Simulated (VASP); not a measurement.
The system is HfBr.

```xyz
2
Lattice="2.1263 -2.3459 0.0000 2.1263 2.3459 0.0000 0.0000 0.0000 5.3567" Properties=species:S:1:pos:R:3 pbc="T T T"
Hf    0.0000    0.0000    2.6784
Br    2.1263    0.0000    0.0000
```

The cell was built from a structure type or drawn by symmetry, and may not be a known phase.

| Property | Result |
| --- | --- |
| Program | VASP 6.6.1 |
| Task | relaxation of cell and atoms |
| Functional | PBE |
| Potentials or basis | VASP PAW PBE potentials, release 64 (Hf_pv, Br) |
| Cutoff | 600 eV |
| k mesh | 6 × 6 × 4 |
| Occupations | gaussian, width 0.1 eV |
| Spin | no spin polarisation |

At the start: pressure -5.2 GPa; volume 26.72 Å³/atom.

Problem. Where does the relaxation end?

Solution. Over 29 steps the energy falls by 611.9 meV/atom and the volume is 22.50 Å³/atom (-15.8 %); space group Cmmm (No. 65, to 0.1 Å) before and after.

Step by step:
| step | energy change (eV) | largest force (eV/Å) | pressure (GPa) | volume (Å³) |
| --- | --- | --- | --- | --- |
| 1 | 0.0000 | 0.0000 | -5.18 | 53.44 |
| 2 | -0.4341 | 0.0000 | -2.53 | 46.86 |
| 3 | -0.5563 | 0.0000 | 0.40 | 43.48 |
| 4 | -0.4035 | 0.0000 | 13.58 | 36.90 |
| 5 | -0.5829 | 0.0000 | 2.42 | 41.82 |
| 6 | -0.5847 | 0.0000 | 3.37 | 41.17 |
| 7 | -0.6109 | 0.0000 | -1.09 | 42.94 |
| 8 | -0.6177 | 0.0000 | 0.23 | 42.34 |
| 9 | -0.6275 | 0.0000 | 0.02 | 42.62 |
| 10 | -0.6777 | 0.0000 | -0.43 | 43.41 |
| 11 | -0.8736 | 0.0000 | -1.47 | 44.70 |
| 12 | -1.0806 | 0.0000 | -0.65 | 46.00 |
| 13 | -1.1037 | 0.0000 | -1.87 | 45.57 |
| 14 | -1.1393 | 0.0000 | -1.70 | 45.85 |
| 15 | -1.1392 | 0.0000 | -1.82 | 45.80 |
| 16 | -1.1414 | 0.0000 | -1.81 | 45.85 |
| 17 | -1.1447 | 0.0000 | -1.83 | 45.99 |
| 18 | -1.1484 | 0.0000 | -1.80 | 45.95 |
| 19 | -1.1590 | 0.0000 | -1.66 | 45.83 |
| 20 | -1.1778 | 0.0000 | -1.30 | 45.58 |
| 21 | -1.2065 | 0.0000 | -0.55 | 45.08 |
| 22 | -1.2159 | 0.0000 | 1.65 | 44.05 |
| 23 | -1.2213 | 0.0000 | 0.67 | 44.46 |
| 24 | -1.2213 | 0.0000 | 0.74 | 44.42 |
| 25 | -1.2222 | 0.0000 | 0.57 | 44.54 |
| 26 | -1.2232 | 0.0000 | 0.27 | 44.75 |
| 27 | -1.2235 | 0.0000 | -0.29 | 45.18 |
| 28 | -1.2237 | 0.0000 | -0.09 | 45.01 |
| 29 | -1.2238 | 0.0000 | -0.03 | 44.99 |

Final structure:
```
Hf Br
1.0
     1.57147   -3.03465    0.00000
     1.57147    3.03465    0.00000
     0.00000    0.00000    4.71745
Hf Br
1 1
Direct
  0.00000 0.00000 0.50000
  0.50000 0.50000 0.00000
```

Caveat: the volume moved by over 15 % at a fixed basis, so the end points are rough; an odd number of electrons without spin polarisation forces a metal; a magnetic or distorted state may lie lower.
